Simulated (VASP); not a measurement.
Runs of VASP 6.6.1 on BeSn. The structure is that of space group Fm-3m (No. 225), or close to it. The cells are those of the table. 

| task | cell | k mesh | cutoff (eV) | gap on the mesh (eV) | pressure (GPa) |
| --- | --- | --- | --- | --- | --- |
| single point | a = 3.630 Å, angles 60.0°, 2 atoms | 6 × 6 × 6 | 520 | none | (a) |
| single point | a = 3.724 Å, angles 60.0°, 2 atoms | 6 × 6 × 6 | 520 | none | -0.4 |
| single point | a = 3.724 Å, angles 60.0°, 2 atoms | 18 × 18 × 18 | 520 | none | 0.0 |
| relaxation of cell and atoms | relaxed from a = 3.630 Å, angles 60.0°, 2 atoms | 6 × 6 × 6 | 600 | none | 0.0 |

Alike in all rows: level PBE; potentials or basis VASP PAW PBE potentials, release 64 (Be, Sn_d); no spin polarisation; smearing gaussian 0.1 eV.

**Question.** Estimate the missing entries.

**Answer.** (a) 5.6.

Caveats: spin-orbit coupling is left out, which moves the levels of the heavy elements.

A k mesh can miss the band edges, and the runs leave out spin-orbit coupling on Sn.

A gap of «none» marks levels without a gap at the run's occupations.
